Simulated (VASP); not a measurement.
# TiAl3 (P4/mmm) in VASP: notebook, part 3 of 3

VASP 6.6.1. Earlier steps stand in the parts before.

**7. Single point, PBEsol (strain +0.030 along x and y, +0.015 along z)**

Input file INCAR:

```
  ALGO = Fast
  EDIFF = 1E-7
  ENCUT = 520
  GGA = PS
  ISIF = 2
  ISMEAR = 0
  LASPH = True
  LCHARG = False
  LREAL = False
  LWAVE = False
  NBANDS = 18
  NELM = 60
  PREC = Accurate
  SIGMA = 0.15
```

Input file KPOINTS:

```
k-points
0
Gamma
  12 12 12
```

Input file POSCAR:

```
TiAl3
1.0
    4.0667951544      0.0000000000      0.0000000000
    0.0000000000      4.0667951544      0.0000000000
    0.0000000000      0.0000000000      4.0075699823
Ti Al
1 3
Direct
    0.0000000000      0.0000000000      0.0000000000
    0.5000000000      0.5000000000      0.0000000000
    0.5000000000      0.0000000000      0.5000000000
    0.0000000000      0.5000000000      0.5000000000
```

Potentials or basis: VASP PAW PBE potentials, release 64 (Ti_sv, Al).

Run with:

```sh
$ cat potpaw_PBE.64/Ti_sv/POTCAR potpaw_PBE.64/Al/POTCAR > POTCAR
$ mpirun -np 1 vasp_std > vasp.out
```

OUTCAR:

```text
EDIFF = 1E-7
   ENCUT = 520
   GGA = PS
   ISIF = 2
   ISMEAR = 0
   LASPH = True
   LREAL = False
   NELM = 60
   PREC = Accurate

 ion  position               nearest neighbor table
   1  0.000  0.000  0.000-   3 2.85   4 2.85   3 2.85   4 2.85   4 2.85   4 2.85   3 2.85   3 2.85
                             2 2.88   2 2.88   2 2.88   2 2.88
   2  0.500  0.500  0.000-   3 2.85   4 2.85   3 2.85   4 2.85   3 2.85   3 2.85   4 2.85   4 2.85
                             1 2.88   1 2.88   1 2.88   1 2.88
   3  0.500  0.000  0.500-   1 2.85   2 2.85   1 2.85   2 2.85   2 2.85   2 2.85   1 2.85   1 2.85
                             4 2.88   4 2.88   4 2.88   4 2.88
   4  0.000  0.500  0.500-   1 2.85   2 2.85   1 2.85   2 2.85   1 2.85   1 2.85   2 2.85   2 2.85
                             3 2.88   3 2.88   3 2.88   3 2.88

  LATTYP: Found a simple tetragonal cell.
 ALAT       =     4.0667951544
 C/A-ratio  =     0.9854368932

  Lattice vectors:

 A1 = (   4.0667951544,   0.0000000000,   0.0000000000)
 A2 = (   0.0000000000,   4.0667951544,   0.0000000000)
 A3 = (   0.0000000000,   0.0000000000,   4.0075699823)

Analysis of symmetry for initial positions (statically):
[... 180 lines left out ...]
 val. band max:        8.3119853042   @ k =   0.2500   0.2500   0.0833
 cond. band min:       8.3239508912   @ k =   0.1667   0.0000   0.2500
 fundamental gap:      0.0119655871
 Fermi energy:         8.3224781843

 k-point     1 :       0.0000    0.0000    0.0000
  band No.  band energies     occupation
      1     -48.5518      2.00000
      2     -24.9436      2.00000
      3     -24.9436      2.00000
      4     -24.9339      2.00000
      5      -2.0985      2.00000
      6       5.2815      2.00000
[... 481 lines left out ...]
      5       0.2932      2.00000
      6       1.9712      2.00000
[... 10 lines left out ...]
     17      12.3698      0.00000
     18      13.9609      0.00000

 [... further k-points ...]

------------------------ aborting loop because EDIFF is reached ----------------------------------------

  FORCE on cell =-STRESS in cart. coord.  units (eV):
  Direction    XX          YY          ZZ          XY          YZ          ZX
  --------------------------------------------------------------------------------------
  -------------------------------------------------------------------------------------
  Total       -3.1087063     -3.1087063     -2.4910768      0.0000000      0.0000000      0.0000000
  in kB      -75.1457754    -75.1457754    -60.2160125      0.0000000      0.0000000      0.0000000
  external PRESSURE =     -70.1691877 kB  Pullay stress =       0.0000000 kB

 VOLUME and BASIS-vectors are now :
 -----------------------------------------------------------------------------
  energy-cutoff  :      520.00
  volume of cell :       66.28
      direct lattice vectors                 reciprocal lattice vectors
     4.066795154  0.000000000  0.000000000     0.245893870  0.000000000  0.000000000
     0.000000000  4.066795154  0.000000000     0.000000000  0.245893870  0.000000000
     0.000000000  0.000000000  4.007569982     0.000000000  0.000000000  0.249527770

 POSITION                                       TOTAL-FORCE (eV/Angst)
 -----------------------------------------------------------------------------------
      0.00000      0.00000      0.00000         0.000000      0.000000      0.000000
      2.03340      2.03340      0.00000         0.000000      0.000000      0.000000
      2.03340      0.00000      2.00378         0.000000      0.000000      0.000000
      0.00000      2.03340      2.00378         0.000000      0.000000      0.000000
 -----------------------------------------------------------------------------------
    total drift:                               -0.000000     -0.000000     -0.000000

  FREE ENERGIE OF THE ION-ELECTRON SYSTEM (eV)
  ---------------------------------------------------
  free  energy   TOTEN  =       -22.0220525047 eV

  energy  without entropy=      -21.9918988074  energy(sigma->0) =      -22.00697566
```

OSZICAR:

```text
N       E                     dE             d eps       ncg     rms          rms(c)
DAV:   1     0.117948650905E+03    0.11795E+03   -0.90894E+03  7056   0.107E+03
DAV:   2    -0.156384444197E+02   -0.13359E+03   -0.13003E+03  7200   0.280E+02
DAV:   3    -0.240283344434E+02   -0.83899E+01   -0.82065E+01 11222   0.651E+01
[... 26 lines left out ...]
RMM:  30    -0.220220518949E+02   -0.34456E-06   -0.38451E-06  7158   0.429E-03    0.841E-03
RMM:  31    -0.220220521422E+02   -0.24728E-06   -0.25659E-06  8012   0.486E-03    0.656E-03
RMM:  32    -0.220220523040E+02   -0.16178E-06   -0.19346E-06  6929   0.341E-03    0.692E-03
RMM:  33    -0.220220524175E+02   -0.11351E-06   -0.13012E-06  5884   0.277E-03    0.703E-03
RMM:  34    -0.220220525047E+02   -0.87196E-07   -0.95007E-07  6570   0.261E-03
   1 F= -.22022053E+02 E0= -.22006976E+02  d E =-.301537E-01
```

Run time: 13 min. Hardware: 1 thread of Intel Xeon 8259CL, shared host; peak memory 0.34 GiB.

Results:

| Item | Value |
| --- | --- |
| Free energy | -22.0221 eV |
| Pressure | -7.0 GPa |
| Band gap on the k mesh | zero (an odd number of electrons rules out a gap without spin polarisation) |

Caveat: the cell differs from its parent crystal (strain +0.030 along x and y, +0.015 along z); the cell stands under tension; the PAW data sets were made with another functional, which shifts forces and pressure a little.

**8. Overview**

```tsv
cell	further INCAR settings	gap on the mesh (eV)	pressure (GPa)
a = 4.067, b = 4.067, c = 3.830 Å, 4 atoms	ALGO = Fast; EDIFF = 1e-07; NBANDS = 18	none	-2.7
a = 4.008, b = 4.008, c = 3.948 Å, 4 atoms	ALGO = Fast; EDIFF = 1e-07; NBANDS = 18	none	-3.0
a = 4.067, b = 4.067, c = 3.889 Å, 4 atoms	ALGO = Fast; EDIFF = 1e-06; NBANDS = 18	none	-4.3
a = 4.067, b = 4.067, c = 3.948 Å, 4 atoms	ALGO = Fast; EDIFF = 1e-07; NBANDS = 18	none	-5.7
a = 4.008, b = 4.008, c = 4.067 Å, 4 atoms	ALGO = Fast; EDIFF = 1e-07; NBANDS = 18	none	-5.8
a = 4.067, b = 4.067, c = 4.008 Å, 4 atoms	ALGO = Fast; EDIFF = 1e-07; NBANDS = 18	none	-7.0
```

Alike in all rows: task single point; level PBEsol; potentials or basis VASP PAW PBE potentials, release 64 (Ti_sv, Al); no spin polarisation; k mesh 12 × 12 × 12; cutoff (eV) 520; smearing gaussian 0.15 eV.

Caveats: the PAW data sets were made with another functional, which shifts forces and pressure a little; the cell stands under tension (at least some runs).

Absolute energies hang on the potentials; compare differences alone.
